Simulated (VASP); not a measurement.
A run of VASP 6.6.1:

The input INCAR:

```
SYSTEM = Cd
PREC     = Accurate       ! precision mode
ENCUT    = 520            ! plane-wave cutoff, eV
EDIFF    = 1E-6           ! SCF threshold, eV
ISMEAR   = -1             ! smearing method
SIGMA    = 0.05           ! smearing width, eV
LREAL    = .FALSE.        ! projectors in reciprocal space
LASPH    = .TRUE.         ! aspherical terms in the spheres
NELM     = 100            ! most SCF steps
ALGO     = Normal         ! electronic algorithm
ISIF     = 2              ! what is computed and relaxed
LWAVE    = .FALSE.        ! write WAVECAR
LCHARG   = .FALSE.        ! write CHGCAR
GGA      = PS             ! functional
NBANDS   = 19             ! bands
```

Contents of KPOINTS:

```
Automatic mesh
0
G
  14 14 7
  0 0 0
```

The input POSCAR:

```
Cd
1.0
    2.9788725081      0.0000000000      0.0000000000
   -1.4894362540      2.5797792666      0.0000000000
    0.0000000000      0.0000000000      5.6176500000
Cd
2
Direct
    0.3333333333      0.6666666667      0.2500000000
    0.6666666667      0.3333333333      0.7500000000
```

Potentials or basis: VASP PAW PBE potentials, release 64 (Cd).

The run is started by

```bash
$ cat potpaw_PBE.64/Cd/POTCAR > POTCAR
$ mpirun -np 1 vasp_std > vasp.out
```

Hardware: 1 thread of Intel(R) Xeon(R) 6975P-C (Granite Rapids), on a shared host.

**Question.** How long does it take, and how much memory?

**Answer.** Wall time 26 s on 1 thread of Intel(R) Xeon(R) 6975P-C (Granite Rapids), with other jobs on the host, peak memory 0.2 GiB. Counts: scf iterations 11, k points 96.
